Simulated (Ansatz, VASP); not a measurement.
## Two plane-wave programs on Mn2Te3S

```
Mn Te S
1.0
     7.92485    0.00000    0.00000
    -3.96242    6.86312    0.00000
     0.00000    0.00000    4.63397
Mn Te S
2 3 1
Direct
  0.33333 0.66667 0.00000
  0.66667 0.33333 0.00000
  0.66261 0.00000 0.00000
  0.00000 0.66261 0.00000
  0.33739 0.33739 0.00000
  0.00000 0.00000 0.00000
```

Alike in both runs: functional PBE; k mesh 3 × 3 × 3; occupations gaussian, width 0.15 eV; collinear spin.

Ansatz relaxed the structure, and its values are those at the end. VASP's run is a single point on that final structure, the one shown.

|  | VASP | Ansatz |
| --- | --- | --- |
| version | VASP 6.6.1 | Ansatz 0.2.0 |
| potentials or method | VASP PAW PBE potentials, release 64 (Mn_pv, Te, S), cutoff 520 eV | scalar-relativistic, plane waves, PAW |
| valence electrons in the cell | 50 | 84 |

|  | VASP | Ansatz | Ansatz less VASP |
| --- | --- | --- | --- |
| gap on the k mesh at the Fermi level (eV) | none | none | - |
| pressure (GPa) | -0.5 | -0.5 | +0.01 |
| rms of the force components (eV/Å) | 0.005 | 0.010 | +0.0058 |
| net moment per atom (μB) | 1.58 | 1.58 | 0.000 |
| size of the moment on the site where the two differ most (μB) | 4.12 | 4.08 | -0.039 |

Site moments also hang on the region over which each program counts them. A gap of «none» marks a metal or a gap that the smearing closes. VASP's potentials hold 50 valence electrons a cell and Ansatz's 84, so a difference there can come from the potentials and not from the codes.

The k mesh is coarse, so the values compare programs but aren't converged. Spin-orbit coupling is off throughout.
